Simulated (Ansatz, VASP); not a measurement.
## One calculation of SrCl2, two programs

Contents of INCAR:

```
SYSTEM = SrCl2
PREC = Accurate
ENCUT = 520
EDIFF = 1E-6
ISMEAR = 0
SIGMA = 0.05
LREAL = .False.
LASPH = .True.
NELM = 60
ALGO = Normal
ISIF = 2
LWAVE = .False.
LCHARG = .True.
GGA = PE
LELF = .True.
LVHAR = .True.
NBANDS = 19
```

File KPOINTS:

```
regular mesh
0
Gamma
  8 8 8
  0 0 0
```

Contents of POSCAR:

```
SrCl2
1.0
    0.0000000000      3.5382089848      3.5382089848
    3.5206059550      0.0176030298      3.5206059550
    3.5206059550      3.5206059550      0.0176030298
Sr Cl
1 2
Direct
    0.0000000000      0.0000000000      0.0000000000
    0.2500000000      0.2500000000      0.2500000000
    0.7500000000      0.7500000000      0.7500000000
```

Input for Ansatz:

```yaml
crystal:
  lattice:
    - [0.0, 3.5382089848, 3.5382089848]
    - [3.520605955, 0.0176030298, 3.520605955]
    - [3.520605955, 3.520605955, 0.0176030298]
  atoms:
    - { symbol: Sr, position: [0.0, 0.0, 0.0] }
    - { symbol: Cl, position: [0.25, 0.25, 0.25] }
    - { symbol: Cl, position: [0.75, 0.75, 0.75] }
basis:
  ecutwfc: 420
  ecutrho_ratio: 4
kpoints:
  mp_grid: { grid: [8, 8, 8] }
hamiltonian:
  xc: pbe
scf:
  occupations: { method: gaussian, width: 0.05 }
output:
  forces: true
  stress: true
  eigenvalues: true
```

Change from the starting cell: strain e4 = +0.01, atoms carried along.

Alike in both runs: task single point; functional PBE; k mesh 8 × 8 × 8; occupations gaussian, width 0.05 eV; no spin polarisation.

```csv
,VASP,Ansatz
version,VASP 6.6.1,Ansatz 0.2.0
potentials or method,"VASP PAW PBE potentials, release 64 (Sr_sv, Cl), cutoff 520 eV","scalar-relativistic, plane waves, PAW"
valence electrons in the cell,24,24
```

Ansatz gave:

```
gap on the k mesh at the Fermi level (eV)                     : 5.24
least direct gap on the mesh (eV)                             : 5.52
pressure (GPa)                                                : 0.0
traceless stress, the component that is largest in VASP (GPa) : -0.12
rms of the force components (eV/Å)                            : 0.009
```

Problem. Which values does VASP return?

Solution. gap on the k mesh at the Fermi level (eV): 5.23; least direct gap on the mesh (eV): 5.52; pressure (GPa): 0.1; traceless stress, the component that is largest in VASP (GPa): -0.12; rms of the force components (eV/Å): 0.010.

Atom by atom the forces differ by 0.000 eV/Å (rms over components).
